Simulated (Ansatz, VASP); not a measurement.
## Two plane-wave programs on Si3N4

```xyz
14
Lattice="7.6056 0.0000 0.0000 -3.8028 6.5866 0.0000 0.0000 0.0000 2.9058" Properties=species:S:1:pos:R:3 pbc="T T T"
Si    5.1846    1.1555    0.7264
Si    1.5916    5.0677    2.1793
Si    4.0127    3.9122    0.7264
Si   -1.3818    5.4312    2.1793
Si    2.2112    1.5189    0.7264
Si   -0.2099    2.6744    2.1793
N    -1.0183    2.1757    0.7264
N     5.2123    0.2059    2.1793
N     2.4278    4.6169    0.7264
N     4.8211    4.4110    2.1793
N    -1.4095    6.3807    0.7264
N     1.3750    1.9697    2.1793
N     3.8028    2.1955    0.7264
N     0.0000    4.3911    2.1793
```

Alike in both runs: functional r2SCAN; k mesh 3 × 3 × 7; no spin polarisation.

Ansatz relaxed the structure, and its values are those at the end. VASP's run is a single point on that final structure, the one shown.

|  | VASP | Ansatz |
| --- | --- | --- |
| version | VASP 6.6.1 | Ansatz 0.2.0 |
| potentials or method | VASP PAW PBE potentials, release 64 (Si, N) | scalar-relativistic, plane waves, PAW |
| plane-wave cutoff (eV) | 520 | 500 |
| occupations | gaussian, width 0.01 eV | fixed |
| valence electrons in the cell | 64 | 64 |

```csv
,VASP,Ansatz,Ansatz less VASP
gap on the k mesh at the Fermi level (eV),4.99,5.00,+0.008
least direct gap on the mesh (eV),5.19,5.20,+0.008
pressure (GPa),-0.2,0.0,+0.16
```

VASP's potentials were made for PBE, not for r2SCAN.
